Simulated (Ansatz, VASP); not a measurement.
Two plane-wave programs on SnO

```xyz
4
Lattice="3.7986 0.0000 0.0000 0.0000 3.7986 0.0000 0.0000 0.0000 4.8408" Properties=species:S:1:pos:R:3 pbc="T T T"
Sn    1.8993    0.0000    1.1734
Sn    0.0000    1.8993    3.6674
O     0.0000    0.0000    0.0000
O     1.8993    1.8993    0.0000
```

Alike in both runs: functional PBE; dispersion D3(BJ); k mesh 12 × 12 × 10; occupations gaussian, width 0.1 eV; no spin polarisation.

Ansatz relaxed the structure, and its values are those at the end. VASP's run is a single point on that final structure, the one shown.

|  | VASP | Ansatz |
| --- | --- | --- |
| version | VASP 6.6.1 | Ansatz 0.2.0 |
| potentials or method | VASP PAW PBE potentials, release 64 (Sn_d, O), cutoff 520 eV | scalar-relativistic, plane waves, PAW |
| valence electrons in the cell | 40 | 40 |

|  | VASP | Ansatz | Ansatz less VASP |
| --- | --- | --- | --- |
| gap on the k mesh at the Fermi level (eV) | none | none | - |
| pressure (GPa) | 1.2 | 0.9 | -0.22 |
| rms of the force components (eV/Å) | 0.035 | 0.002 | -0.0334 |

A gap of «none» marks a metal or a gap that the smearing closes. Ansatz's warnings: stress scf threshold loose.
